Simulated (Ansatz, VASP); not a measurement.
Two plane-wave programs on K

Contents of INCAR:

```
SYSTEM = K
ALGO = Normal
EDIFF = 1E-6
ENCUT = 500
GGA = PE
GGA_COMPAT = .FALSE.
ISIF = 2
ISMEAR = -1
LASPH = .TRUE.
LCHARG = .FALSE.
LREAL = .FALSE.
LWAVE = .FALSE.
NBANDS = 10
NELM = 120
PREC = Accurate
SIGMA = 0.025851999786435532
```

The input KPOINTS:

```
k-points
0
G
  6 6 6
  0 0 0
```

Contents of POSCAR:

```
K
1.0
   -2.3518826289      2.3518826289      2.3518826289
    2.3518826289     -2.3518826289      2.3518826289
    2.3518826289      2.3518826289     -2.3518826289
K
1
Direct
    0.0000000000      0.0000000000      0.0000000000
```

Input for Ansatz:

```yaml
crystal:
  lattice:
    - [-2.3518826289, 2.3518826289, 2.3518826289]
    - [2.3518826289, -2.3518826289, 2.3518826289]
    - [2.3518826289, 2.3518826289, -2.3518826289]
  atoms:
    - { symbol: K, position: [0.0, 0.0, 0.0] }
basis:
  ecutwfc: 420
  ecutrho_ratio: 10
kpoints:
  mp_grid: { grid: [6, 6, 6] }
hamiltonian:
  xc: pbe
scf:
  occupations: { method: fermi_dirac, width: "300 K" }
  max_iter: 30
  convergence: { dr2_threshold: "1e-10 eV" }
output:
  forces: true
  stress: true
  eigenvalues: true
```

Alike in both runs: task single point; functional PBE; k mesh 6 × 6 × 6; no spin polarisation.

|  | VASP | Ansatz |
| --- | --- | --- |
| version | VASP 6.6.1 | Ansatz 0.2.0 |
| potentials or method | VASP PAW PBE potentials, release 64 (K_sv), cutoff 500 eV | scalar-relativistic, plane waves, PAW |
| occupations | fermi-dirac, width 0.025852 eV | fermi-dirac |
| valence electrons in the cell | 9 | 9 |

|  | VASP | Ansatz | Ansatz less VASP |
| --- | --- | --- | --- |
| gap on the k mesh at the Fermi level (eV) | none | none | - |
| pressure (GPa) | 2.4 | 2.4 | +0.01 |

A gap of «none» marks a metal or a gap that the smearing closes.
